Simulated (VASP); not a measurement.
# Sc2BF2 (P1) in VASP: single point with PBE

Aim: the single point of Sc2BF2 with PBE.

Program: VASP 6.6.1. These are calculated values, not measurements. Logs are shortened: lines on timing, memory, paths and dates and some standing lists are left out, and cuts for length are marked.

## 1. The cell of the first run

The typed cell holds 10 atoms: a = 3.213 Å, b = 3.200 Å, c = 20.717 Å, α = 89.87°, β = 87.92°, γ = 119.95°.

## 2. Single point, PBE

File INCAR:

```
  PREC = Accurate
  ENCUT = 520
  EDIFF = 1E-6
  ISMEAR = 0
  SIGMA = 0.2
  LREAL = F
  LASPH = T
  NELM = 100
  ALGO = Normal
  ISIF = 2
  LWAVE = F
  LCHARG = F
  GGA = PE
  NBANDS = 50
```

File KPOINTS:

```
regular mesh
0
Gamma
  6 6 1
```

File POSCAR:

```
Sc2BF2
1.0
    3.2122698259      0.0046853197      0.0594344729
   -1.6018668689      2.7700214474      0.0038330162
    0.3675234286      0.2375727350     20.7119877366
Sc B F
4 2 4
Direct
   -0.0520494800     -0.0425090326      0.1607485526
   -0.0495976417     -0.0140104050      0.6609446532
    0.3597794300      0.6979759153      0.4134919629
    0.3590932466      0.6644541882      0.9132931890
    0.0010722577      0.0164022307      0.4903388964
    0.0005310703     -0.0155849311      0.9901376595
   -0.0207324599     -0.0276046378      0.0590750079
   -0.0201356270      0.0056546108      0.5592952758
    0.7113748349      0.3744581445      0.3588973568
    0.7106643693      0.3407639169      0.8586820960
```

Potentials or basis: VASP PAW PBE potentials, release 64 (Sc_sv, B, F).

On the command line:

```console
> cat potpaw_PBE.64/Sc_sv/POTCAR potpaw_PBE.64/B/POTCAR potpaw_PBE.64/F/POTCAR > POTCAR
> mpirun -np 1 vasp_std > vasp.out
```

OUTCAR:

```text
PREC = Accurate
   ENCUT = 520
   EDIFF = 1E-6
   ISMEAR = 0
   LREAL = F
   LASPH = T
   NELM = 100
   ISIF = 2
   GGA = PE

 ion  position               nearest neighbor table
   1  0.948  0.957  0.161-   7 2.10
   2  0.950  0.986  0.661-   8 2.10
   3  0.360  0.698  0.413-   9 2.17   9 2.17   9 2.17   5 2.44   5 2.44   5 2.44
   4  0.359  0.664  0.913-  10 2.17  10 2.17  10 2.17   6 2.44   6 2.44   6 2.44
   5  0.001  0.016  0.490-   8 1.43   3 2.44   3 2.44   3 2.44
   6  0.001  0.984  0.990-   7 1.43   4 2.44   4 2.44   4 2.44
   7  0.979  0.972  0.059-   6 1.43   1 2.10
   8  0.980  0.006  0.559-   5 1.43   2 2.10
   9  0.711  0.374  0.359-   3 2.17   3 2.17   3 2.17
  10  0.711  0.341  0.859-   4 2.17   4 2.17   4 2.17

  LATTYP: Found a triclinic cell.
 ALAT       =     3.2088001032
 B/A-ratio  =     0.9972093488
 C/A-ratio  =     6.4561860588
 COS(alpha) =     0.0022438899
 COS(beta)  =     0.0385322776
 COS(gamma) =     0.4973466599

  Lattice vectors:

 A1 = (   1.6104029570,   2.7747067671,   0.0632674891)
 A2 = (  -1.6018668689,   2.7700214474,   0.0038330162)
 A3 = (   0.3675234286,   0.2375727350,  20.7119877366)

Analysis of symmetry for initial positions (statically):
=====================================================================
 Subroutine PRICEL returns:
 Original cell was already a primitive cell.

 Routine SETGRP: Setting up the symmetry group for a
 triclinic supercell.

 Subroutine GETGRP returns: Found  1 space group operations
 (whereof  1 operations were pure point group operations)
 out of a pool of  2 trial point group operations.

The static configuration has the point symmetry C_1 .

Analysis of symmetry for dynamics (positions and initial velocities):
=====================================================================
 Subroutine PRICEL returns:
 Original cell was already a primitive cell.

 Routine SETGRP: Setting up the symmetry group for a
 triclinic supercell.

 Subroutine GETGRP returns: Found  1 space group operations
 (whereof  1 operations were pure point group operations)
 out of a pool of  2 trial point group operations.

The dynamic configuration has the point symmetry C_1 .

 Subroutine INISYM returns: Found  1 space group operations
 (whereof  1 operations are pure point group operations),
 and found     1 'primitive' translations

----------------------------------------------------------------------------------------

                                     Primitive cell

  volume of cell :     184.3658

  direct lattice vectors                    reciprocal lattice vectors
     3.212269826  0.004685320  0.059434473     0.311184221  0.179964228 -0.007586046
    -1.601866869  2.770021447  0.003833016    -0.000449770  0.360753654 -0.004129972
     0.367523429  0.237572735 20.711987737    -0.000892881 -0.000583182  0.048303751

  length of vectors
     3.212823033  3.199845461 20.716610492     0.359555685  0.360777574  0.048315523

  position of ions in fractional coordinates (direct lattice)
     0.947950520  0.957490967  0.160748553
     0.950402358  0.985989595  0.660944653
     0.359779430  0.697975915  0.413491963
     0.359093247  0.664454188  0.913293189
     0.001072258  0.016402231  0.490338896
     0.000531070  0.984415069  0.990137660
     0.979267540  0.972395362  0.059075008
     0.979864373  0.005654611  0.559295276
     0.711374835  0.374458144  0.358897357
     0.710664369  0.340763917  0.858682096

  ion indices of the primitive-cell ions
   primitive index   ion index
                 1           1
                 2           2
                 3           3
                 4           4
                 5           5
                 6           6
                 7           7
                 8           8
                 9           9
                10          10

----------------------------------------------------------------------------------------

 KPOINTS: regular mesh

Automatic generation of k-mesh.
 Grid dimensions read from file:
 generate k-points for:    6    6    1

 Generating k-lattice:

  Cartesian coordinates                     Fractional coordinates (reciprocal lattice)
     0.051864037  0.029994038 -0.001264341     0.166666667 -0.000000000  0.000000000
    -0.000074962  0.060125609 -0.000688329     0.000000000  0.166666667  0.000000000
    -0.000892881 -0.000583182  0.048303751     0.000000000 -0.000000000  1.000000000

  Length of vectors
     0.059925948  0.060129596  0.048315523

  Shift w.r.t. Gamma in fractional coordinates (k-lattice)
     0.000000000  0.000000000  0.000000000

 Subroutine IBZKPT returns following result:
 ===========================================

 Found     20 irreducible k-points:

 Following reciprocal coordinates:
            Coordinates               Weight
  0.000000  0.000000  0.000000      1.000000
  0.166667  0.000000  0.000000      2.000000
  0.333333  0.000000  0.000000      2.000000
  0.500000  0.000000  0.000000      1.000000
 -0.000000  0.166667  0.000000      2.000000
  0.166667  0.166667  0.000000      2.000000
[... 12 lines left out ...]
  0.333333  0.500000 -0.000000      2.000000
  0.500000  0.500000  0.000000      1.000000
   k-points           NKPTS =     20   k-points in BZ     NKDIM =     20   number of bands    NBANDS=     50
   number of dos      NEDOS =    301   number of ions     NIONS =     10
   total plane-waves  NPLWV =  92160
   dimension x,y,z NGX =    24 NGY =   24 NGZ =  160
   dimension x,y,z NGXF=    48 NGYF=   48 NGZF=  320
   ions per type =               4   2   4
   NGX,Y,Z   is equivalent  to a cutoff of  12.42, 12.47, 12.84 a.u.
   NGXF,Y,Z  is equivalent  to a cutoff of  24.84, 24.94, 25.68 a.u.
 SYSTEM =  unknown system
   PREC   = accura    normal or accurate (medium, high low for compatibility)
   ISTART =      0    job   : 0-new  1-cont  2-samecut
   ICHARG =      2    charge: 1-file 2-atom 10-const
   ISPIN  =      1    spin polarized calculation?
   LNONCOLLINEAR =      F non collinear calculations
   LSORBIT =      F    spin-orbit coupling
   LASPH  =      T    aspherical Exc in radial PAW
   ENCUT  =  520.0 eV  38.22 Ry    6.18 a.u.   5.97  5.95 38.52*2*pi/ulx,y,z
   NELM   =    100;   NELMIN=  2; NELMDL= -5     # of ELM steps
   EDIFF  = 0.1E-05   stopping-criterion for ELM
   LREAL  =      F    real-space projection
   EDIFFG = 0.1E-04   stopping-criterion for IOM
   NSW    =      0    number of steps for IOM
   IBRION =     -1    ionic relax: 0-MD 1-quasi-New 2-CG
   NFREE  =      0    steps in history (QN), initial steepest desc. (CG)
   ISIF   =      2    stress and relaxation
   ISYM   =      2    0-nonsym 1-usesym 2-fastsym
   POTIM  = 0.5000    time-step for ionic-motion
   TEBEG  =    0.0;   TEEND  =   0.0 temperature during run
   PSTRESS=    0.0 pullay stress
   NELECT =      78.0000    total number of electrons
   NUPDOWN=      -1.0000    fix difference up-down
   EMIN   =  10.00;   EMAX   =-10.00  energy-range for DOS
   EFERMI =   0.00;   METHOD = LEGACY
   ISMEAR =     0;   SIGMA  =   0.20  broadening in eV -4-tet -1-fermi 0-gaus
   EFERMI_NEDOS =   21; number of points for ismear=-14 and -15
   IALGO  =     38    algorithm
   IMIX   =      4    mixing-type and parameters
     AMIX     =   0.40;   BMIX     =  1.00
     AMIX_MAG =   1.60;   BMIX_MAG =  1.00
  volume/ion in A,a.u.               =      18.44       124.42
  Fermi-wavevector in a.u.,A,eV,Ry     =   1.228984  2.322443 20.550261  1.510402
  Thomas-Fermi vector in A             =   2.363889
   LORBIT       =      0    0 simple, 1 ext, 2 COOP (PROOUT), +10 PAW based schemes
   GGA     = PE    functional components
   LHFCALC =     F    Hartree Fock is set to
   AEXX    =    0.0000 exact exchange contribution
   IVDW    =     0    specifies the selected vdW correction
   LEPSILON=     F    determine dielectric tensor
   LRPA    =     F    only Hartree local field effects (RPA)
 non-spin polarized calculation
 Gauss-broadening in eV      SIGMA  =   0.20
  energy-cutoff  :      520.00
  volume of cell :      184.37
 maximum number of plane-waves:      5026
   NGX = 11   NGY = 11   NGZ = 77

 number of electron      78.0000027 magnetization

 Free energy of the ion-electron system (eV)
  ---------------------------------------------------
  ext. energy  EPLUGINS =         0.00000000
  ---------------------------------------------------
  free energy    TOTEN  =       -58.66955567 eV

  energy without entropy =      -58.38635089  energy(sigma->0) =      -58.52795328

 E-fermi :   3.0204     XC(G=0):  -8.8264

 val. band max:        3.0136639835   @ k =  -0.0000   0.5000   0.0000
 cond. band min:       3.0338664857   @ k =   0.3333   0.0000   0.0000
 fundamental gap:      0.0202025022
 Fermi energy:         3.0204270543

 k-point     1 :       0.0000    0.0000    0.0000
  band No.  band energies     occupation
      1     -47.2121      2.00000
      2     -47.2119      2.00000
      3     -46.8516      2.00000
      4     -46.8516      2.00000
      5     -26.3251      2.00000
      6     -26.3248      2.00000
[... 42 lines left out ...]
     49       5.2291      0.00000
     50       5.2540      0.00000

 k-point     2 :       0.1667    0.0000    0.0000
  band No.  band energies     occupation
      1     -47.2002      2.00000
      2     -47.2000      2.00000
      3     -46.8369      2.00000
      4     -46.8369      2.00000
      5     -26.3085      2.00000
      6     -26.3082      2.00000
[... 42 lines left out ...]
     49       4.7775      0.00000
     50       4.8830      0.00000

 k-point     3 :       0.3333    0.0000    0.0000
  band No.  band energies     occupation
      1     -47.1763      2.00000
      2     -47.1761      2.00000
      3     -46.8074      2.00000
      4     -46.8074      2.00000
      5     -26.2753      2.00000
      6     -26.2750      2.00000
[... 42 lines left out ...]
     49       5.2043      0.00000
     50       5.2052      0.00000

 k-point     4 :       0.5000    0.0000    0.0000
  band No.  band energies     occupation
      1     -47.1644      2.00000
      2     -47.1642      2.00000
      3     -46.7926      2.00000
      4     -46.7925      2.00000
      5     -26.2587      2.00000
      6     -26.2584      2.00000
[... 787 lines left out ...]
 k-point    19 :       0.3333    0.5000   -0.0000
  band No.  band energies     occupation
      1     -47.1635      2.00000
      2     -47.1632      2.00000
      3     -46.7916      2.00000
      4     -46.7915      2.00000
      5     -26.2577      2.00000
      6     -26.2574      2.00000
[... 42 lines left out ...]
     49       5.2259      0.00000
     50       5.2418      0.00000

 k-point    20 :       0.5000    0.5000    0.0000
  band No.  band energies     occupation
      1     -47.1635      2.00000
      2     -47.1633      2.00000
      3     -46.7917      2.00000
      4     -46.7916      2.00000
      5     -26.2578      2.00000
      6     -26.2575      2.00000
[... 42 lines left out ...]
     49       5.1852      0.00000
     50       5.1987      0.00000

------------------------ aborting loop because EDIFF is reached ----------------------------------------

  FORCE on cell =-STRESS in cart. coord.  units (eV):
  Direction    XX          YY          ZZ          XY          YZ          ZX
  --------------------------------------------------------------------------------------
  -------------------------------------------------------------------------------------
  Total        0.0209269      0.1348479      0.3641908     -0.0262566     -0.0483912     -0.0441959
  in kB        0.1818591      1.1718562      3.1648932     -0.2281755     -0.4205293     -0.3840718
  external PRESSURE =       1.5062029 kB  Pullay stress =       0.0000000 kB

 VOLUME and BASIS-vectors are now :
 -----------------------------------------------------------------------------
  energy-cutoff  :      520.00
  volume of cell :      184.37
      direct lattice vectors                 reciprocal lattice vectors
     3.212269826  0.004685320  0.059434473     0.311184221  0.179964228 -0.007586046
    -1.601866869  2.770021447  0.003833016    -0.000449770  0.360753654 -0.004129972
     0.367523429  0.237572735 20.711987737    -0.000892881 -0.000583182  0.048303751

 POSITION                                       TOTAL-FORCE (eV/Angst)
 -----------------------------------------------------------------------------------
      1.57038      2.69490      3.38943        -0.000139     -0.004267      0.030502
      1.71644      2.89269     13.74974        -0.005264      0.001652      0.031287
      0.18961      2.03333      8.58830        -0.000552     -0.011264      0.049759
      0.42479      2.05921     18.94001        -0.002718     -0.005873      0.047679
      0.15738      0.16193     10.15602         0.000472      0.007787     -0.115369
     -1.21130      2.96208     20.51152         0.005013     -0.001997     -0.121030
      1.60974      2.71218      1.28549        -0.006938     -0.001893      0.103240
      3.34408      0.15313     11.64238        -0.001248     -0.008711      0.095721
      1.81720      1.12585      7.47719         0.005283      0.012520     -0.061830
      2.05257      1.15125     17.82856         0.006091      0.012046     -0.059959
 -----------------------------------------------------------------------------------
    total drift:                               -0.000183     -0.000612      0.006791

  FREE ENERGIE OF THE ION-ELECTRON SYSTEM (eV)
  ---------------------------------------------------
  free  energy   TOTEN  =       -58.6695556661 eV

  energy  without entropy=      -58.3863508860  energy(sigma->0) =      -58.52795328
```

Wall time 2.9 min (1 thread of Intel Xeon 6975P-C (Granite Rapids), shared host); peak memory 0.36 GiB.

Results:

- Free energy: -58.6696 eV
- Pressure: 0.2 GPa
- Largest force: 0.121 eV/Å
- Band gap on the k mesh: zero (bands 39 and 40 overlap by 0.29 eV)

Forces in eV/Å, atoms in the order of the input:
```
Sc   0.000 -0.004  0.031
Sc  -0.005  0.002  0.031
Sc  -0.001 -0.011  0.050
Sc  -0.003 -0.006  0.048
B    0.000  0.008 -0.115
B    0.005 -0.002 -0.121
F   -0.007 -0.002  0.103
F   -0.001 -0.009  0.096
F    0.005  0.013 -0.062
F    0.006  0.012 -0.060
```

Levels at points of the mesh, in eV from the Fermi level:
| k point | band 36 | band 37 | band 38 | band 39 | band 40 | band 41 | band 42 | band 43 |
| --- | --- | --- | --- | --- | --- | --- | --- | --- |
| (0.00, 0.00, 0.00) | -3.68 | -0.25 | -0.18 | 0.25 | 0.29 | 1.13 | 1.13 | 1.18 |
| (0.50, 0.00, 0.00) | -1.95 | -1.31 | -1.30 | -0.03 | -0.01 | 0.31 | 0.35 | 1.05 |
| (0.00, 0.50, 0.00) | -1.94 | -1.30 | -1.30 | -0.01 | -0.01 | 0.34 | 0.35 | 1.01 |
| (0.50, 0.50, 0.00) | -1.94 | -1.30 | -1.30 | -0.01 | -0.01 | 0.34 | 0.35 | 1.02 |

Caveat: the k points lie up to 0.38 Å⁻¹ apart.

The gap in the log of VASP goes by the Fermi energy; the results here count the filled bands.